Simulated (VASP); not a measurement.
The system is TiSi.

```
Ti Si
1.0
     0.00000    2.48000    2.48000
     2.48000    0.00000    2.48000
     2.48000    2.48000    0.00000
Ti Si
1 1
Direct
  0.00000 0.00000 0.00000
  0.50000 0.50000 0.50000
```

```yaml
Program: VASP 6.6.1
Task: relaxation of cell and atoms
Functional: PBE
Potentials_or_basis: VASP PAW PBE potentials, release 64 (Ti_sv, Si)
Cutoff: 500 eV
k_mesh: 6 × 6 × 6
Occupations: gaussian, width 0.1 eV
Spin: no spin polarisation
```

At the start: pressure 10.4 GPa; volume 15.25 Å³/atom.

How do energy, volume and symmetry change on relaxing?

Over 3 steps the energy falls by 37.7 meV/atom and the volume is 16.50 Å³/atom (+8.2 %); space group Fm-3m (No. 225, to 0.1 Å) before and after.

Step by step:
```csv
step,energy change (eV),largest force (eV/Å),pressure (GPa),volume (Å³)
1,0.0000,0.0000,10.37,30.51
2,-0.0326,0.0000,-6.26,35.08
3,-0.0755,0.0000,-0.05,33.00
```

Final structure:
```
CELL_PARAMETERS angstrom
0.00000 2.54585 2.54585
2.54585 0.00000 2.54585
2.54585 2.54585 0.00000
ATOMIC_POSITIONS crystal
Ti 0.00000 0.00000 0.00000
Si 0.50000 0.50000 0.50000
```

Caveat: the k points lie up to 0.36 Å⁻¹ apart in the final cell.
